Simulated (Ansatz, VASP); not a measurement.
Ti in VASP and in Ansatz

INCAR

```
PREC     = Accurate       # precision mode
ENCUT    = 520            # plane-wave cutoff, eV
EDIFF    = 1E-6           # SCF threshold, eV
ISMEAR   = 0              # smearing method
SIGMA    = 0.15           # smearing width, eV
LREAL    = False          # projectors in reciprocal space
LASPH    = True           # aspherical terms in the spheres
NELM     = 60             # most SCF steps
ALGO     = Fast           # electronic algorithm
ISIF     = 2              # what is computed and relaxed
LWAVE    = False          # write WAVECAR
LCHARG   = False          # write CHGCAR
GGA      = PS             # functional
NBANDS   = 12             # bands
```

File KPOINTS:

```
Automatic mesh
0
Gamma
  22 22 22
```

File POSCAR:

```
Ti
1.0
   -1.5153941863      1.5153941863      1.8962127453
    1.5153941863     -1.5153941863      1.8962127453
    1.5153941863      1.5153941863     -1.8962127453
Ti
1
Direct
    0.0000000000      0.0000000000      0.0000000000
```

Input for Ansatz:

```yaml
crystal:
  lattice:
    - [-1.5153941863, 1.5153941863, 1.8962127453]
    - [1.5153941863, -1.5153941863, 1.8962127453]
    - [1.5153941863, 1.5153941863, -1.8962127453]
  atoms:
    - { symbol: Ti, position: [0.0, 0.0, 0.0] }
basis:
  ecutwfc: 520.0
kpoints:
  mp_grid: { grid: [22, 22, 22] }
hamiltonian:
  xc: pbesol
  pseudopotentials: { kind: paw, azcp: { folder: soft_1 } }
scf:
  occupations: { method: gaussian, width: 0.15 }
output:
  forces: true
  stress: true
  eigenvalues: true
```

Alike in both runs: task single point; functional PBEsol; k mesh 22 × 22 × 22; occupations gaussian, width 0.15 eV; no spin polarisation.

|  | VASP | Ansatz |
| --- | --- | --- |
| version | VASP 6.6.1 | Ansatz 0.2.0 |
| potentials or method | VASP PAW PBE potentials, release 64 (Ti_sv), cutoff 520 eV | scalar-relativistic, plane waves, PAW |
| valence electrons in the cell | 12 | 12 |

Ansatz gave:

| Quantity | Value |
| --- | --- |
| gap on the k mesh at the Fermi level (eV) | none |
| pressure (GPa) | -4.7 |
| traceless stress, the component that is largest in VASP (GPa) | 2.06 |

Which values does VASP return?

gap on the k mesh at the Fermi level (eV): none; pressure (GPa): -4.8; traceless stress, the component that is largest in VASP (GPa): 2.07.

VASP's potentials were made for PBE, not for PBEsol, and Ansatz warns of the same on its side. A gap of «none» marks a metal or a gap that the smearing closes. With one functional, cell and mesh, what is left measures potentials, basis and numerics.
